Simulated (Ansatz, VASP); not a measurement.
Two plane-wave programs on Hf5N4

```
Hf N
1.0
     3.18308    0.00000    0.00000
    -1.59154    2.75663    0.00000
     0.00000    0.00000   25.39589
Hf N
5 4
Direct
  0.33333 0.66667 0.29671
  0.00000 0.00000 0.39640
  0.66667 0.33333 0.50000
  0.33333 0.66667 0.60360
  0.00000 0.00000 0.70329
  0.66667 0.33333 0.34677
  0.33333 0.66667 0.44875
  0.00000 0.00000 0.55125
  0.66667 0.33333 0.65323
```

Alike in both runs: functional PBEsol; k mesh 12 × 12 × 1; occupations gaussian, width 0.1 eV; no spin polarisation.

Ansatz relaxed the structure, and its values are those at the end. VASP's run is a single point on that final structure, the one shown.

```csv
,VASP,Ansatz
version,VASP 6.6.1,Ansatz 0.2.0
potentials or method,"VASP PAW PBE potentials, release 64 (Hf_pv, N), cutoff 520 eV","scalar-relativistic, plane waves, PAW"
valence electrons in the cell,70,150
```

```csv
,VASP,Ansatz,Ansatz less VASP
gap on the k mesh at the Fermi level (eV),none,none,-
rms of the force components (eV/Å),0.030,0.002,-0.0288
```

VASP's potentials were made for PBE, not for PBEsol. A gap of «none» marks a metal or a gap that the smearing closes. VASP's potentials hold 70 valence electrons a cell and Ansatz's 150, so a difference there can come from the potentials and not from the codes. Ansatz's warnings: xc potential rough in thin density.

Neither program's run includes spin-orbit coupling.
